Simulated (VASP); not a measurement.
# FeO in VASP: a series of runs

Aim: see how the results for FeO move with the level of theory and the settings. Levels: PBEsol, HSE06, PBE, SVWN5. Tasks: single point.

Program: VASP 6.6.1. These are calculated values, not measurements. Logs are shortened: lines on timing, memory, paths and dates and some standing lists are left out, and cuts for length are marked.

### 1 The cell of the first run

The structure is tetragonal, space group I4/mmm (No. 139). Conventional cell: a = 3.170 Å, b = 3.170 Å, c = 4.311 Å, α = 90.00°, β = 90.00°, γ = 90.00°. Fe (site symmetry 4/mmm) has 6 O at 2.16 to 2.24 Å within 2.9 Å. Within 2.9 Å of O (site symmetry 4/mmm) lie 6 Fe at 2.16 to 2.24 Å.

### 2 Single point, PBEsol, collinear spin, ferromagnetic start

Input file INCAR:

```
SYSTEM = FeO
  PREC = Accurate
  ENCUT = 600
  EDIFF = 1E-6
  ISMEAR = -1
  SIGMA = 0.05
  LREAL = .False.
  LASPH = .True.
  NELM = 200
  ALGO = Normal
  ISIF = 2
  LWAVE = .False.
  LCHARG = .False.
  ISPIN = 2
  MAGMOM = 3 0
  LORBIT = 11
  LMAXMIX = 4
  GGA = PS
  NBANDS = 22
  GGA_COMPAT = .False.
```

Input file KPOINTS:

```
Automatic mesh
0
Gamma
  9 9 9
  0 0 0
```

Input file POSCAR:

```
FeO
1.0
    0.0000000000      2.2416160000      2.1554000000
    2.2416160000      0.0000000000      2.1554000000
    2.2416160000      2.2416160000      0.0000000000
Fe O
1 1
Direct
    0.0000000000      0.0000000000      0.0000000000
    0.5000000000      0.5000000000      0.5000000000
```

Potentials or basis: VASP PAW PBE potentials, release 64 (Fe_sv, O).

Command:

```console
$ cat potpaw_PBE.64/Fe_sv/POTCAR potpaw_PBE.64/O/POTCAR > POTCAR
$ mpirun -np 1 vasp_std > vasp.out
```

OUTCAR:

```text
SYSTEM = FeO
   PREC = Accurate
   ENCUT = 600
   EDIFF = 1E-6
   ISMEAR = -1
   LREAL = .False.
   LASPH = .True.
   NELM = 200
   ISIF = 2
   ISPIN = 2
   LORBIT = 11
   GGA = PS

 ion  position               nearest neighbor table
   1  0.000  0.000  0.000-   2 2.16   2 2.16   2 2.24   2 2.24   2 2.24   2 2.24
   2  0.500  0.500  0.500-   1 2.16   1 2.16   1 2.24   1 2.24   1 2.24   1 2.24

  LATTYP: Found a body centered tetragonal cell.
 ALAT       =     3.1701237488
 C/A-ratio  =     1.3598207331

  Lattice vectors:

 A1 = (   0.0000000000,  -2.2416160000,  -2.1554000000)
 A2 = (   0.0000000000,   2.2416160000,  -2.1554000000)
 A3 = (   2.2416160000,   0.0000000000,   2.1554000000)

Analysis of symmetry for initial positions (statically):
=====================================================================
 Subroutine PRICEL returns:
 Original cell was already a primitive cell.

 Routine SETGRP: Setting up the symmetry group for a
 body centered tetragonal supercell.

 Subroutine GETGRP returns: Found 16 space group operations
 (whereof 16 operations were pure point group operations)
 out of a pool of 16 trial point group operations.

The static configuration has the point symmetry D_4h.

Analysis of symmetry for dynamics (positions and initial velocities):
=====================================================================
 Subroutine PRICEL returns:
 Original cell was already a primitive cell.

 Routine SETGRP: Setting up the symmetry group for a
 body centered tetragonal supercell.

 Subroutine GETGRP returns: Found 16 space group operations
 (whereof 16 operations were pure point group operations)
 out of a pool of 16 trial point group operations.

The dynamic configuration has the point symmetry D_4h.

Analysis of structural, dynamic, and magnetic symmetry:
=====================================================================
 Subroutine PRICEL returns:
 Original cell was already a primitive cell.

 Routine SETGRP: Setting up the symmetry group for a
 body centered tetragonal supercell.

 Subroutine GETGRP returns: Found 16 space group operations
 (whereof 16 operations were pure point group operations)
 out of a pool of 16 trial point group operations.

The overall configuration has the point symmetry D_4h.

 Subroutine INISYM returns: Found 16 space group operations
 (whereof 16 operations are pure point group operations),
 and found     1 'primitive' translations

----------------------------------------------------------------------------------------

                                     Primitive cell

  volume of cell :      21.6611

  direct lattice vectors                    reciprocal lattice vectors
     0.000000000  2.241616000  2.155400000    -0.223053369  0.223053369  0.231975503
     2.241616000  0.000000000  2.155400000     0.223053369 -0.223053369  0.231975503
     2.241616000  2.241616000  0.000000000     0.223053369  0.223053369 -0.231975503

  length of vectors
     3.109757459  3.109757459  3.170123749     0.391558737  0.391558737  0.391558737

  position of ions in fractional coordinates (direct lattice)
     0.000000000  0.000000000  0.000000000
     0.500000000  0.500000000  0.500000000

  ion indices of the primitive-cell ions
   primitive index   ion index
                 1           1
                 2           2

----------------------------------------------------------------------------------------

 KPOINTS: Automatic mesh

Automatic generation of k-mesh.
 Grid dimensions read from file:
 generate k-points for:    9    9    9

 Generating k-lattice:

  Cartesian coordinates                     Fractional coordinates (reciprocal lattice)
    -0.024783708  0.024783708  0.025775056     0.111111111  0.000000000  0.000000000
     0.024783708 -0.024783708  0.025775056     0.000000000  0.111111111  0.000000000
     0.024783708  0.024783708 -0.025775056    -0.000000000 -0.000000000  0.111111111

  Length of vectors
     0.043506526  0.043506526  0.043506526

  Shift w.r.t. Gamma in fractional coordinates (k-lattice)
     0.000000000  0.000000000  0.000000000

 Subroutine IBZKPT returns following result:
 ===========================================

 Found     75 irreducible k-points:

 Following reciprocal coordinates:
            Coordinates               Weight
  0.000000  0.000000  0.000000      1.000000
  0.111111  0.000000  0.000000      8.000000
  0.222222  0.000000  0.000000      8.000000
  0.333333  0.000000  0.000000      8.000000
  0.444444  0.000000  0.000000      8.000000
  0.111111  0.111111  0.000000      2.000000
[... 16 lines left out ...]
 -0.333333  0.333333  0.000000      4.000000
  0.444444  0.444444  0.000000      2.000000
 [... further k-points ...]
   k-points           NKPTS =     75   k-points in BZ     NKDIM =     75   number of bands    NBANDS=     22
   number of dos      NEDOS =    301   number of ions     NIONS =      2
   total plane-waves  NPLWV =  21952
   dimension x,y,z NGX =    28 NGY =   28 NGZ =   28
   dimension x,y,z NGXF=    56 NGYF=   56 NGZF=   56
   ions per type =               1   1
   NGX,Y,Z   is equivalent  to a cutoff of  14.97, 14.97, 14.68 a.u.
   NGXF,Y,Z  is equivalent  to a cutoff of  29.94, 29.94, 29.37 a.u.
 SYSTEM =  FeO
   PREC   = accura    normal or accurate (medium, high low for compatibility)
   ISTART =      0    job   : 0-new  1-cont  2-samecut
   ICHARG =      2    charge: 1-file 2-atom 10-const
   ISPIN  =      2    spin polarized calculation?
   LNONCOLLINEAR =      F non collinear calculations
   LSORBIT =      F    spin-orbit coupling
   LASPH  =      T    aspherical Exc in radial PAW
   ENCUT  =  600.0 eV  44.10 Ry    6.64 a.u.   6.21  6.21  6.33*2*pi/ulx,y,z
   NELM   =    200;   NELMIN=  2; NELMDL= -5     # of ELM steps
   EDIFF  = 0.1E-05   stopping-criterion for ELM
   LREAL  =      F    real-space projection
   EDIFFG = 0.1E-04   stopping-criterion for IOM
   NSW    =      0    number of steps for IOM
   IBRION =     -1    ionic relax: 0-MD 1-quasi-New 2-CG
   NFREE  =      0    steps in history (QN), initial steepest desc. (CG)
   ISIF   =      2    stress and relaxation
   ISYM   =      2    0-nonsym 1-usesym 2-fastsym
   POTIM  = 0.5000    time-step for ionic-motion
   TEBEG  =    0.0;   TEEND  =   0.0 temperature during run
   PSTRESS=    0.0 pullay stress
   NELECT =      22.0000    total number of electrons
   NUPDOWN=      -1.0000    fix difference up-down
   EMIN   =  10.00;   EMAX   =-10.00  energy-range for DOS
   EFERMI =   0.00;   METHOD = LEGACY
   ISMEAR =    -1;   SIGMA  =   0.05  broadening in eV -4-tet -1-fermi 0-gaus
   EFERMI_NEDOS =   21; number of points for ismear=-14 and -15
   IALGO  =     38    algorithm
   IMIX   =      4    mixing-type and parameters
     AMIX     =   0.40;   BMIX     =  1.00
     AMIX_MAG =   1.60;   BMIX_MAG =  1.00
  volume/ion in A,a.u.               =      10.83        73.09
  Fermi-wavevector in a.u.,A,eV,Ry     =   1.645592  3.109719 36.844230  2.707975
  Thomas-Fermi vector in A             =   2.735363
   LORBIT       =     11    0 simple, 1 ext, 2 COOP (PROOUT), +10 PAW based schemes
   GGA     = PS    functional components
   LHFCALC =     F    Hartree Fock is set to
   AEXX    =    0.0000 exact exchange contribution
   IVDW    =     0    specifies the selected vdW correction
   LEPSILON=     F    determine dielectric tensor
   LRPA    =     F    only Hartree local field effects (RPA)
 spin polarized calculation
  energy-cutoff  :      600.00
  volume of cell :       21.66
 maximum number of plane-waves:       740
 NGX is ok and might be reduce to    28
   NGX = 13   NGY = 13   NGZ = 13

 number of electron      22.0000002 magnetization       4.0025738

 Free energy of the ion-electron system (eV)
  ---------------------------------------------------
  ext. energy  EPLUGINS =         0.00000000
  ---------------------------------------------------
  free energy    TOTEN  =       -15.79669764 eV

  energy without entropy =      -15.78454740  energy(sigma->0) =      -15.79062252

 E-fermi :   8.5819     XC(G=0): -12.3256

 val. band max:        8.5643013527   @ k =   0.2222   0.0000   0.1111
 cond. band min:       8.5827289941   @ k =   0.2222   0.1111   0.0000
 fundamental gap:      0.0184276414
 Fermi energy:         8.5819448918

 spin component 1

 k-point     1 :       0.0000    0.0000    0.0000
  band No.  band energies     occupation
      1     -81.0525      1.00000
      2     -47.2078      1.00000
      3     -47.2025      1.00000
      4     -47.2025      1.00000
      5     -11.5551      1.00000
      6       4.7382      1.00000
[... 14 lines left out ...]
     21      28.5757      0.00000
     22      30.3658      0.00000

 k-point     2 :       0.1111    0.0000    0.0000
  band No.  band energies     occupation
      1     -81.0521      1.00000
      2     -47.2099      1.00000
      3     -47.2045      1.00000
      4     -47.2030      1.00000
      5     -11.4488      1.00000
      6       3.7917      1.00000
[... 542 lines left out ...]
 k-point    24 :       0.4444    0.4444    0.0000
  band No.  band energies     occupation
      1     -81.0474      1.00000
      2     -47.2420      1.00000
      3     -47.2185      1.00000
      4     -47.2185      1.00000
      5     -10.5218      1.00000
      6       1.5882      1.00000
[... 14 lines left out ...]
     21      36.8997      0.00000
     22      36.8997      0.00000

 [... further k-points ...]

 spin component 2

 k-point     1 :       0.0000    0.0000    0.0000
  band No.  band energies     occupation
      1     -76.9409      1.00000
      2     -43.1894      1.00000
      3     -43.1894      1.00000
      4     -43.1622      1.00000
      5     -11.0298      1.00000
      6       5.3940      1.00000
[... 14 lines left out ...]
     21      30.0784      0.00000
     22      31.4910      0.00000

 k-point     2 :       0.1111    0.0000    0.0000
  band No.  band energies     occupation
      1     -76.9404      1.00000
      2     -43.1929      1.00000
      3     -43.1901      1.00000
      4     -43.1641      1.00000
      5     -10.9221      1.00000
      6       4.6112      1.00000
[... 542 lines left out ...]
 k-point    24 :       0.4444    0.4444    0.0000
  band No.  band energies     occupation
      1     -76.9348      1.00000
      2     -43.2091      1.00000
      3     -43.2091      1.00000
      4     -43.2053      1.00000
      5      -9.9507      1.00000
      6       2.1197      1.00000
[... 14 lines left out ...]
     21      37.1880      0.00000
     22      37.1880      0.00000

 [... further k-points ...]
[... 5 lines left out ...]
  --------------------------------------------------------------------------------------
  -------------------------------------------------------------------------------------
  Total       -2.9150856     -2.9150856     -2.7763574      0.0000000      0.0000000     -0.0000000
  in kB     -215.6162987   -215.6162987   -205.3551682      0.0000000      0.0000000     -0.0000000
  external PRESSURE =    -212.1959219 kB  Pullay stress =       0.0000000 kB

 VOLUME and BASIS-vectors are now :
 -----------------------------------------------------------------------------
  energy-cutoff  :      600.00
  volume of cell :       21.66
      direct lattice vectors                 reciprocal lattice vectors
     0.000000000  2.241616000  2.155400000    -0.223053369  0.223053369  0.231975503
     2.241616000  0.000000000  2.155400000     0.223053369 -0.223053369  0.231975503
     2.241616000  2.241616000  0.000000000     0.223053369  0.223053369 -0.231975503

 POSITION                                       TOTAL-FORCE (eV/Angst)
 -----------------------------------------------------------------------------------
      0.00000      0.00000      0.00000         0.000000     -0.000000     -0.000000
      2.24162      2.24162      2.15540         0.000000      0.000000      0.000000
 -----------------------------------------------------------------------------------
    total drift:                                0.000000      0.000000      0.000000

  FREE ENERGIE OF THE ION-ELECTRON SYSTEM (eV)
  ---------------------------------------------------
  free  energy   TOTEN  =       -15.7966976417 eV

  energy  without entropy=      -15.7845473968  energy(sigma->0) =      -15.79062252

 total charge

# of ion       s       p       d       tot
------------------------------------------
    1        2.099   5.988   5.490  13.577
    2        1.548   3.378   0.000   4.926
--------------------------------------------------
tot          3.647   9.366   5.490  18.503

 magnetization (x)

# of ion       s       p       d       tot
------------------------------------------
    1        0.015   0.009   3.445   3.470
    2        0.027   0.257   0.000   0.284
--------------------------------------------------
tot          0.043   0.266   3.445   3.754
```

It took 47 s on 1 thread of Intel Xeon 6975P-C (Granite Rapids), shared host; peak memory 0.21 GiB.

What came out:

| Item | Value |
| --- | --- |
| Free energy | -15.7967 eV |
| Pressure | -21.2 GPa |
| Band gap on the k mesh | zero (filled and empty bands overlap) |
| Net moment | 4.00 μB per cell |
| Site moments | Fe +3.47; O +0.28 μB |
| Valence electrons inside the program's atomic spheres | Fe 13.58; O 4.93 |

Levels at points of the mesh, in eV from the Fermi level:
Spin up:
| k point | band 9 | band 10 | band 11 | band 12 | band 13 | band 14 | band 15 | band 16 | band 17 | band 18 |
| --- | --- | --- | --- | --- | --- | --- | --- | --- | --- | --- |
| (0.00, 0.00, 0.00) | -3.70 | -3.70 | -3.61 | -3.60 | -3.60 | -0.45 | 14.78 | 16.16 | 16.16 | 16.21 |
Spin down:
```csv
k point,band 7,band 8,band 9,band 10,band 11,band 12
"(0.00, 0.00, 0.00)",-3.04,-3.04,-0.68,-0.68,-0.54,-0.03
```

Caveat: the cell stands under tension; the PAW data sets were made with another functional, which shifts forces and pressure a little; a cell with one magnetic atom can't hold antiferromagnetic order, which such compounds often take; semilocal functionals often make such compounds metallic where correlation or magnetic order opens a gap, which also shifts bond lengths. With open d or f shells a metallic result of PBEsol can be an artefact of self-interaction; +U or a hybrid may open a gap.

(Continued in part 2 of 3.)
